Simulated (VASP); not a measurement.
# K8Ta5Nb3O24 (P1) in VASP: settings compared

K8Ta5Nb3O24 is run at these levels: PBEsol, r2SCAN; tasks: single point.

All numbers are computed with VASP 6.6.1; they aren't measurements. Logs are shortened: lines on timing, memory, paths and dates and some standing lists are left out, and cuts for length are marked.

## (1) The cell of the first run

The typed cell holds 40 atoms: a = 7.983 Å, b = 7.983 Å, c = 7.983 Å, α = 90.00°, β = 90.00°, γ = 90.00°.

## (2) Single point, PBEsol

Contents of INCAR:

```
PREC = Accurate
ENCUT = 520
EDIFF = 1E-7
ISMEAR = -1
SIGMA = 0.05
LREAL = Auto
LASPH = True
NELM = 100
ALGO = Normal
ISIF = 2
LWAVE = False
LCHARG = False
GGA = PS
NBANDS = 181
ISYM = 0
```

Contents of KPOINTS:

```
Automatic mesh
0
Gamma
  1 1 1
  0.25 0.25 0.25
```

Contents of POSCAR:

```
K8Ta5Nb3O24
1.0
    7.9829910759      0.0000000000      0.0000000000
    0.0000000000      7.9829910759      0.0000000000
    0.0000000000      0.0000000000      7.9829910759
K Nb Ta O
8 3 5 24
Direct
    0.9982390000      0.9984810000      0.9973420000
    0.9981870000      0.9979640000      0.4973880000
    0.9987360000      0.4983140000      0.9976560000
    0.9988040000      0.4984010000      0.4979210000
    0.4986710000      0.9986910000      0.9978480000
    0.4981700000      0.9984930000      0.4974430000
    0.4987810000      0.4981640000      0.9979930000
    0.4984700000      0.4982700000      0.4978850000
    0.2449620000      0.2444840000      0.2407540000
    0.2415430000      0.2448290000      0.7407330000
    0.7415500000      0.2445100000      0.7440600000
    0.2480280000      0.7446890000      0.2474090000
    0.2483380000      0.7451070000      0.7474830000
    0.7452620000      0.2481650000      0.2443460000
    0.7480140000      0.7481160000      0.2471670000
    0.7482590000      0.7446900000      0.7471830000
    0.2537550000      0.2530120000      0.0034570000
    0.2537730000      0.2531160000      0.5034510000
    0.2517120000      0.7530790000      0.0014740000
    0.2517320000      0.7529920000      0.5014460000
    0.7536570000      0.2523090000      0.0024890000
    0.7536810000      0.2524020000      0.5024640000
    0.7516790000      0.7523640000      0.0010980000
    0.7516590000      0.7522800000      0.5011090000
    0.0032550000      0.2523880000      0.2528910000
    0.0042730000      0.2530990000      0.7529810000
    0.0019220000      0.7523000000      0.2508470000
    0.0022810000      0.7530230000      0.7508800000
    0.5032940000      0.2523060000      0.2528680000
    0.5042680000      0.2530520000      0.7529940000
    0.5019120000      0.7523740000      0.2508350000
    0.5023090000      0.7530190000      0.7509020000
    0.2524200000      0.0029130000      0.2522960000
    0.2532210000      0.0032660000      0.7523230000
    0.2524830000      0.5029340000      0.2522830000
    0.2532250000      0.5033030000      0.7524270000
    0.7525270000      0.0021740000      0.2517260000
    0.7530990000      0.0029220000      0.7516340000
    0.7524920000      0.5022230000      0.2516940000
    0.7531380000      0.5029340000      0.7516850000
```

Potentials or basis: VASP PAW PBE potentials, release 64 (K_sv, Nb_sv, Ta_pv, O).

On the command line:

```console
cat potpaw_PBE.64/K_sv/POTCAR potpaw_PBE.64/Nb_sv/POTCAR potpaw_PBE.64/Ta_pv/POTCAR potpaw_PBE.64/O/POTCAR > POTCAR
mpirun -np 1 vasp_std > vasp.out
```

OUTCAR:

```text
PREC = Accurate
   ENCUT = 520
   EDIFF = 1E-7
   ISMEAR = -1
   LREAL = Auto
   LASPH = True
   NELM = 100
   ISIF = 2
   GGA = PS
   ISYM = 0

 ion  position               nearest neighbor table
   1  0.998  0.998  0.997-  38 2.77  28 2.78  23 2.78  21 2.81  19 2.82  26 2.82  27 2.82  34 2.82
                            37 2.82  33 2.87  25 2.88  17 2.88   9 3.39  14 3.46  15 3.46  13 3.47
   2  0.998  0.998  0.497-  37 2.77  27 2.78  24 2.78  28 2.81  20 2.81  25 2.82  22 2.82  33 2.82
                            38 2.82  34 2.88  26 2.88  18 2.88  10 3.38  15 3.46  16 3.47  12 3.47
   3  0.999  0.498  0.998-  26 2.77  21 2.77  40 2.78  36 2.82  39 2.82  17 2.83  23 2.83  25 2.83
                            28 2.83  27 2.86  19 2.87  35 2.87   9 3.43  12 3.44  13 3.44  16 3.44
   4  0.999  0.498  0.498-  25 2.77  22 2.77  39 2.78  35 2.82  40 2.82  18 2.82  26 2.83  27 2.83
                            24 2.83  20 2.87  28 2.87  36 2.87  10 3.41  13 3.44  12 3.44  16 3.44
   5  0.499  0.999  0.998-  34 2.77  19 2.78  32 2.78  30 2.82  31 2.82  17 2.82  23 2.82  38 2.83
                            33 2.83  37 2.87  21 2.87  29 2.87   9 3.42  14 3.42  11 3.42  15 3.45
   6  0.498  0.998  0.497-  33 2.77  20 2.78  31 2.78  29 2.81  32 2.82  18 2.82  24 2.82  34 2.82
                            37 2.82  38 2.87  22 2.88  30 2.88  11 3.39  14 3.46  15 3.46  13 3.47
   7  0.499  0.498  0.998-  30 2.77  17 2.77  36 2.77  35 2.83  40 2.83  21 2.83  29 2.83  32 2.83
                            19 2.83  31 2.86  23 2.86  39 2.86  14 3.42  12 3.44  16 3.44  13 3.45
   8  0.498  0.498  0.498-  18 2.77  29 2.77  35 2.78  36 2.82  39 2.82  30 2.83  22 2.83  31 2.83
                            20 2.83  24 2.86  32 2.87  40 2.87  11 3.43  16 3.44  13 3.44  12 3.44
   9  0.245  0.244  0.241-  17 1.90  33 1.93  25 1.93  29 2.07  35 2.07  18 2.10   1 3.39   5 3.42
                             3 3.43
  10  0.242  0.245  0.741-  26 1.90  18 1.90  34 1.93  36 2.07  17 2.10  30 2.10   2 3.38   4 3.41

  11  0.742  0.245  0.744-  30 1.90  38 1.93  22 1.93  40 2.07  21 2.07  26 2.10   6 3.39   5 3.42
                             8 3.43
  12  0.248  0.745  0.247-  35 1.93  19 1.96  27 1.97  31 2.03  20 2.03  33 2.06   3 3.44   4 3.44
                             7 3.44   8 3.44   2 3.47   1 3.47   6 3.48   5 3.48
  13  0.248  0.745  0.747-  36 1.93  20 1.97  28 1.97  32 2.03  19 2.03  34 2.06   4 3.44   8 3.44
                             3 3.44   7 3.45   2 3.47   6 3.47   1 3.47   5 3.48
  14  0.745  0.248  0.244-  21 1.93  29 1.93  37 1.97  39 2.03  25 2.06  22 2.06   5 3.42   7 3.42
                             1 3.46   6 3.46   3 3.46   8 3.46   2 3.49   4 3.49
  15  0.748  0.748  0.247-  39 1.96  23 1.96  31 1.97  27 2.03  24 2.03  37 2.03   7 3.45   5 3.45
                             3 3.46   8 3.46   2 3.46   1 3.46   6 3.46   4 3.46
  16  0.748  0.745  0.747-  40 1.93  32 1.96  24 1.97  23 2.03  28 2.03  38 2.06   8 3.44   4 3.44
                             7 3.44   3 3.44   2 3.47   6 3.47   1 3.47   5 3.48
  17  0.254  0.253  0.003-   9 1.90  10 2.10   7 2.77   5 2.82   3 2.83   1 2.88
  18  0.254  0.253  0.503-  10 1.90   9 2.10   8 2.77   6 2.82   4 2.82   2 2.88
  19  0.252  0.753  0.001-  12 1.96  13 2.03   5 2.78   1 2.82   7 2.83   3 2.87
  20  0.252  0.753  0.501-  13 1.97  12 2.03   6 2.78   2 2.81   8 2.83   4 2.87
  21  0.754  0.252  0.002-  14 1.93  11 2.07   3 2.77   1 2.81   7 2.83   5 2.87
  22  0.754  0.252  0.502-  11 1.93  14 2.06   4 2.77   2 2.82   8 2.83   6 2.88
[... 16 lines left out ...]
  39  0.752  0.502  0.252-  15 1.96  14 2.03   4 2.78   8 2.82   3 2.82   7 2.86
  40  0.753  0.503  0.752-  16 1.93  11 2.07   3 2.78   4 2.82   7 2.83   8 2.87

IMPORTANT INFORMATION: All symmetrisations will be switched off!
NOSYMM: (Re-)initialisation of all symmetry stuff for point group C_1.

----------------------------------------------------------------------------------------

                                     Primitive cell

  volume of cell :     508.7412

  direct lattice vectors                    reciprocal lattice vectors
     7.982991076  0.000000000  0.000000000     0.125266331  0.000000000  0.000000000
     0.000000000  7.982991076  0.000000000     0.000000000  0.125266331  0.000000000
     0.000000000  0.000000000  7.982991076     0.000000000  0.000000000  0.125266331

  length of vectors
     7.982991076  7.982991076  7.982991076     0.125266331  0.125266331  0.125266331

  position of ions in fractional coordinates (direct lattice)
     0.998239000  0.998481000  0.997342000
     0.998187000  0.997964000  0.497388000
     0.998736000  0.498314000  0.997656000
     0.998804000  0.498401000  0.497921000
     0.498671000  0.998691000  0.997848000
     0.498170000  0.998493000  0.497443000
[... 32 lines left out ...]
     0.752492000  0.502223000  0.251694000
     0.753138000  0.502934000  0.751685000

  ion indices of the primitive-cell ions
   primitive index   ion index
                 1           1
                 2           2
                 3           3
                 4           4
                 5           5
                 6           6
[... 32 lines left out ...]
                39          39
                40          40

----------------------------------------------------------------------------------------

 KPOINTS: Automatic mesh

Automatic generation of k-mesh.
 Grid dimensions read from file:
 generate k-points for:    1    1    1

 Generating k-lattice:

  Cartesian coordinates                     Fractional coordinates (reciprocal lattice)
     0.125266331  0.000000000  0.000000000     1.000000000  0.000000000  0.000000000
     0.000000000  0.125266331  0.000000000     0.000000000  1.000000000  0.000000000
     0.000000000  0.000000000  0.125266331     0.000000000  0.000000000  1.000000000

  Length of vectors
     0.125266331  0.125266331  0.125266331

  Shift w.r.t. Gamma in fractional coordinates (k-lattice)
     0.250000000  0.250000000  0.250000000

 Subroutine IBZKPT returns following result:
 ===========================================

 Found      4 irreducible k-points:

 Following reciprocal coordinates:
            Coordinates               Weight
  0.250000  0.250000  0.250000      2.000000
 -0.250000  0.250000  0.250000      2.000000
 -0.250000 -0.250000  0.250000      2.000000
  0.250000 -0.250000  0.250000      2.000000
   k-points           NKPTS =      4   k-points in BZ     NKDIM =      4   number of bands    NBANDS=    181
   number of dos      NEDOS =    301   number of ions     NIONS =     40
   total plane-waves  NPLWV = 216000
   dimension x,y,z NGX =    60 NGY =   60 NGZ =   60
   dimension x,y,z NGXF=   120 NGYF=  120 NGZF=  120
   ions per type =               8   3   5  24
   NGX,Y,Z   is equivalent  to a cutoff of  12.50, 12.50, 12.50 a.u.
   NGXF,Y,Z  is equivalent  to a cutoff of  24.99, 24.99, 24.99 a.u.
 SYSTEM =  unknown system
   PREC   = accura    normal or accurate (medium, high low for compatibility)
   ISTART =      0    job   : 0-new  1-cont  2-samecut
   ICHARG =      2    charge: 1-file 2-atom 10-const
   ISPIN  =      1    spin polarized calculation?
   LNONCOLLINEAR =      F non collinear calculations
   LSORBIT =      F    spin-orbit coupling
   LASPH  =      T    aspherical Exc in radial PAW
   ENCUT  =  520.0 eV  38.22 Ry    6.18 a.u.  14.84 14.84 14.84*2*pi/ulx,y,z
   NELM   =    100;   NELMIN=  2; NELMDL= -5     # of ELM steps
   EDIFF  = 0.1E-06   stopping-criterion for ELM
   LREAL  =      T    real-space projection
   EDIFFG = 0.1E-05   stopping-criterion for IOM
   NSW    =      0    number of steps for IOM
   IBRION =     -1    ionic relax: 0-MD 1-quasi-New 2-CG
   NFREE  =      0    steps in history (QN), initial steepest desc. (CG)
   ISIF   =      2    stress and relaxation
   ISYM   =      0    0-nonsym 1-usesym 2-fastsym
   POTIM  = 0.5000    time-step for ionic-motion
   TEBEG  =    0.0;   TEEND  =   0.0 temperature during run
   PSTRESS=    0.0 pullay stress
   NELECT =     310.0000    total number of electrons
   NUPDOWN=      -1.0000    fix difference up-down
   EMIN   =  10.00;   EMAX   =-10.00  energy-range for DOS
   EFERMI =   0.00;   METHOD = LEGACY
   ISMEAR =    -1;   SIGMA  =   0.05  broadening in eV -4-tet -1-fermi 0-gaus
   EFERMI_NEDOS =   21; number of points for ismear=-14 and -15
   IALGO  =     38    algorithm
   IMIX   =      4    mixing-type and parameters
     AMIX     =   0.40;   BMIX     =  1.00
     AMIX_MAG =   1.60;   BMIX_MAG =  1.00
  volume/ion in A,a.u.               =      12.72        85.83
  Fermi-wavevector in a.u.,A,eV,Ry     =   1.387916  2.622780 26.209038  1.926310
  Thomas-Fermi vector in A             =   2.512091
   LORBIT       =      0    0 simple, 1 ext, 2 COOP (PROOUT), +10 PAW based schemes
   GGA     = PS    functional components
   LHFCALC =     F    Hartree Fock is set to
   AEXX    =    0.0000 exact exchange contribution
   IVDW    =     0    specifies the selected vdW correction
   LEPSILON=     F    determine dielectric tensor
   LRPA    =     F    only Hartree local field effects (RPA)
 non-spin polarized calculation
  energy-cutoff  :      520.00
  volume of cell :      508.74
 maximum number of plane-waves:     13679
   NGX = 29   NGY = 29   NGZ = 29

 number of electron     310.0000078 magnetization

 Free energy of the ion-electron system (eV)
  ---------------------------------------------------
  ext. energy  EPLUGINS =         0.00000000
  ---------------------------------------------------
  free energy    TOTEN  =      -336.86742708 eV

  energy without entropy =     -336.86742708  energy(sigma->0) =     -336.86742708

 E-fermi :   3.2922     XC(G=0): -11.1130

 val. band max:        2.0551830175   @ k =   0.2500   0.2500   0.2500
 cond. band min:       4.8933633554   @ k =  -0.2500  -0.2500   0.2500
 fundamental gap:      2.8381803379
 Fermi energy:         3.2922317481

 k-point     1 :       0.2500    0.2500    0.2500
  band No.  band energies     occupation
      1     -52.4224      2.00000
      2     -52.4218      2.00000
      3     -52.3923      2.00000
      4     -31.8575      2.00000
      5     -31.8574      2.00000
      6     -31.8527      2.00000
[... 159 lines left out ...]
    166       6.6278      0.00000
    167       6.6774      0.00000
[... 508 lines left out ...]
    166       6.6424      0.00000
    167       6.6755      0.00000
 [bands above 167 left out]

------------------------ aborting loop because EDIFF is reached ----------------------------------------

  FORCE on cell =-STRESS in cart. coord.  units (eV):
  Direction    XX          YY          ZZ          XY          YZ          ZX
  --------------------------------------------------------------------------------------
  -------------------------------------------------------------------------------------
  Total        1.4975175      1.2733567      1.5578606      0.1328959      0.1493174      0.1903160
  in kB        4.7161277      4.0101786      4.9061659      0.4185286      0.4702450      0.5993616
  external PRESSURE =       4.5441574 kB  Pullay stress =       0.0000000 kB

 VOLUME and BASIS-vectors are now :
 -----------------------------------------------------------------------------
  energy-cutoff  :      520.00
  volume of cell :      508.74
      direct lattice vectors                 reciprocal lattice vectors
     7.982991076  0.000000000  0.000000000     0.125266331  0.000000000  0.000000000
     0.000000000  7.982991076  0.000000000     0.000000000  0.125266331  0.000000000
     0.000000000  0.000000000  7.982991076     0.000000000  0.000000000  0.125266331

 POSITION                                       TOTAL-FORCE (eV/Angst)
 -----------------------------------------------------------------------------------
      7.96893      7.97086      7.96177         0.011005      0.013579      0.002893
      7.96852      7.96674      3.97064         0.013083      0.021597      0.012052
      7.97290      3.97804      7.96428         0.009740     -0.001672     -0.002176
      7.97344      3.97873      3.97490         0.008490     -0.002230      0.004496
      3.98089      7.97254      7.96581         0.001723      0.010875     -0.002422
      3.97689      7.97096      3.97108         0.007006      0.012521      0.003835
[... 32 lines left out ...]
      6.00714      4.00924      2.00927        -0.022545     -0.059573     -0.023237
      6.01229      4.01492      6.00069        -0.032279     -0.156944     -0.030728
 -----------------------------------------------------------------------------------
    total drift:                                0.002208     -0.010211     -0.027618

  FREE ENERGIE OF THE ION-ELECTRON SYSTEM (eV)
  ---------------------------------------------------
  free  energy   TOTEN  =      -336.8674270834 eV

  energy  without entropy=     -336.8674270834  energy(sigma->0) =     -336.86742708
```

Run time: 13 min. Hardware: 1 thread of Intel Xeon Platinum 8259CL at 2.50GHz (Skylake/Cascade Lake), shared host; peak memory 0.63 GiB.

What came out:

* Free energy: -336.8674 eV
* Pressure: 0.5 GPa
* Largest force: 0.234 eV/Å
* Band gap on the k mesh: 2.84 eV (least direct gap 2.85 eV)

Forces in eV/Å, atoms in the order of the input:
```
K    0.011  0.014  0.003
K    0.013  0.022  0.012
K    0.010 -0.002 -0.002
K    0.008 -0.002  0.004
K    0.002  0.011 -0.002
K    0.007  0.013  0.004
K    0.004  0.001 -0.001
K    0.003 -0.001  0.006
Nb   0.097  0.087  0.106
Nb   0.105  0.099  0.107
Nb   0.108  0.087  0.100
Ta   0.088  0.151  0.099
Ta   0.099  0.159  0.101
Ta   0.147  0.101  0.151
Ta   0.089  0.100  0.093
Ta   0.097  0.151  0.090
O   -0.042 -0.040 -0.044
O   -0.045 -0.040 -0.045
O   -0.013 -0.025 -0.054
O   -0.014 -0.024 -0.057
O   -0.030 -0.027 -0.148
O   -0.035 -0.031  0.025
O   -0.012 -0.022 -0.049
O   -0.012 -0.021 -0.052
O    0.025 -0.031 -0.036
O   -0.048 -0.041 -0.044
O   -0.053 -0.021 -0.012
O   -0.057 -0.024 -0.013
O   -0.148 -0.026 -0.031
O   -0.047 -0.041 -0.043
O   -0.050 -0.020 -0.011
O   -0.056 -0.024 -0.012
O   -0.033  0.021 -0.034
O   -0.038  0.018 -0.034
O   -0.031 -0.155 -0.031
O   -0.034 -0.164 -0.033
O   -0.023 -0.055 -0.023
O   -0.037  0.019 -0.034
O   -0.023 -0.060 -0.023
O   -0.032 -0.157 -0.031
```

Levels at points of the mesh, in eV from the valence-band top:
| k point | band 153 | band 154 | band 155 | band 156 | band 157 | band 158 |
| --- | --- | --- | --- | --- | --- | --- |
| (0.25, 0.25, 0.25) | -0.08 | -0.08 | 0.00 | 2.95 | 2.98 | 3.03 |

Caveat: the PAW data sets were made with another functional, which shifts forces and pressure a little; spin-orbit coupling is left out, which moves the levels of the heavy elements; a shifted mesh leaves out Γ, where band edges can lie.

## (3) Single point, r2SCAN

POSCAR: that of step 2 with these lines changed.

```diff
@@ -2,5 +2,5 @@
 1.0
-    7.9829910759      0.0000000000      0.0000000000
-    0.0000000000      7.9829910759      0.0000000000
-    0.0000000000      0.0000000000      7.9829910759
+    7.9829910000      0.0000000000      0.0000000000
+    0.0000000000      7.9829910000      0.0000000000
+    0.0000000000      0.0000000000      7.9829910000
 K Nb Ta O
```

Contents of INCAR.step1:

```
  PREC = Accurate
  ENCUT = 520
  ISMEAR = -1
  SIGMA = 0.05
  LREAL = Auto
  LASPH = T
  NELM = 80
  ISYM = 0
  NBANDS = 181
  GGA = PE
  ALGO = Normal
  EDIFF = 1E-4
  LWAVE = T
  LCHARG = F
```

Contents of INCAR.step2:

```
  PREC = Accurate
  ENCUT = 520
  EDIFF = 1E-7
  ISMEAR = -1
  SIGMA = 0.05
  LREAL = Auto
  LASPH = T
  NELM = 80
  ALGO = Normal
  ISIF = 2
  LWAVE = F
  LCHARG = F
  METAGGA = R2SCAN
  LMIXTAU = T
  ISYM = 0
  NBANDS = 181
  ISTART = 1
```

KPOINTS is that of step 2.

Potentials or basis: VASP PAW PBE potentials, release 64 (K_sv, Nb_sv, Ta_pv, O).

On the command line:

```console
cat potpaw_PBE.64/K_sv/POTCAR potpaw_PBE.64/Nb_sv/POTCAR potpaw_PBE.64/Ta_pv/POTCAR potpaw_PBE.64/O/POTCAR > POTCAR
cp INCAR.step1 INCAR
mpirun -np 1 vasp_std > vasp.out
cp INCAR.step2 INCAR
mpirun -np 1 vasp_std > vasp.out
```

It took 41 min on 1 thread of Intel Xeon Platinum 8259CL at 2.50GHz (Skylake/Cascade Lake), shared host; peak memory 0.7 GiB.

The run converged. Its results:

```yaml
Free_energy: -624.2176 eV
Pressure: 1.6 GPa
Largest_force: 0.158 eV/Å
Band_gap_on_the_k_mesh: 3.28 eV (least direct gap 3.28 eV)
```

Forces in eV/Å, atoms in the order of the input:
```
K    0.018  0.020  0.008
K    0.020  0.029  0.020
K    0.016  0.004  0.001
K    0.014  0.003  0.008
K    0.006  0.015  0.001
K    0.014  0.018  0.008
K    0.010  0.007  0.003
K    0.007  0.004  0.011
Nb   0.067  0.058  0.048
Nb   0.050  0.071  0.053
Nb   0.049  0.057  0.070
Ta   0.067  0.096  0.074
Ta   0.077  0.104  0.078
Ta   0.095  0.080  0.098
Ta   0.066  0.075  0.069
Ta   0.073  0.096  0.067
O   -0.045 -0.044  0.017
O   -0.050 -0.045  0.013
O   -0.015 -0.029 -0.031
O   -0.017 -0.028 -0.034
O   -0.034 -0.030 -0.049
O   -0.039 -0.035  0.013
O   -0.014 -0.025 -0.025
O   -0.015 -0.024 -0.030
O    0.012 -0.035 -0.039
O    0.009 -0.046 -0.049
O   -0.030 -0.024 -0.013
O   -0.033 -0.028 -0.014
O   -0.052 -0.029 -0.034
O    0.012 -0.045 -0.047
O   -0.025 -0.023 -0.013
O   -0.032 -0.027 -0.014
O   -0.037  0.010 -0.037
O   -0.042  0.004 -0.038
O   -0.035 -0.055 -0.033
O   -0.037 -0.065 -0.035
O   -0.027 -0.032 -0.026
O   -0.041  0.007 -0.037
O   -0.026 -0.033 -0.026
O   -0.035 -0.057 -0.034
```

Stress tensor (GPa, compression positive):
```
1.64 0.06 0.09
0.06 1.58 0.07
0.09 0.07 1.67
```

Levels at points of the mesh, in eV from the valence-band top:
| k point | band 152 | band 153 | band 154 | band 155 | band 156 | band 157 | band 158 | band 159 |
| --- | --- | --- | --- | --- | --- | --- | --- | --- |
| (0.25, 0.25, 0.25) | -0.08 | -0.07 | -0.07 | 0.00 | 3.38 | 3.43 | 3.47 | 3.56 |

Caveat: the PAW data sets were made with another functional, which shifts forces and pressure a little; spin-orbit coupling is left out, which moves the levels of the heavy elements; a shifted mesh leaves out Γ, where band edges can lie.
